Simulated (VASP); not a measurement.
BaZrO3:

```
Ba Zr O
1.0
     4.19134    0.00000    0.00000
     0.00000    4.19134    0.00000
     0.00000    0.00000    4.19134
Ba Zr O
1 1 3
Direct
  0.00000 0.00000 0.00000
  0.50000 0.50000 0.50000
  0.50000 0.50000 0.00000
  0.50000 0.00000 0.50000
  0.00000 0.50000 0.50000
```

Base run:

- Program: VASP 6.6.1
- Functional: BLYP
- Potentials or basis: VASP PAW PBE potentials, release 64 (Ba_sv, Zr_sv, O)
- Cutoff: 520 eV
- k mesh: 6 × 6 × 6
- Occupations: fermi-dirac, width 0.05 eV
- Spin: no spin polarisation

Its results: band gap on the k mesh 3.28 eV, indirect (least direct gap 3.50 eV); pressure 10.2 GPa.

Problem. The run is repeated on the same cell with these changes: functional from BLYP to r2SCAN. What comes out?

Solution. Band gap on the k mesh 3.70 eV, indirect (least direct gap 3.95 eV); pressure 2.7 GPa.

r2SCAN gives the wider gap, since meta-GGAs in the generalised Kohn-Sham scheme recover part of the derivative discontinuity.

Caveats: the PAW data sets were made with another functional, which shifts forces and pressure a little; spin-orbit coupling is left out, which moves the levels of the heavy elements.

A k mesh can miss the band edges.
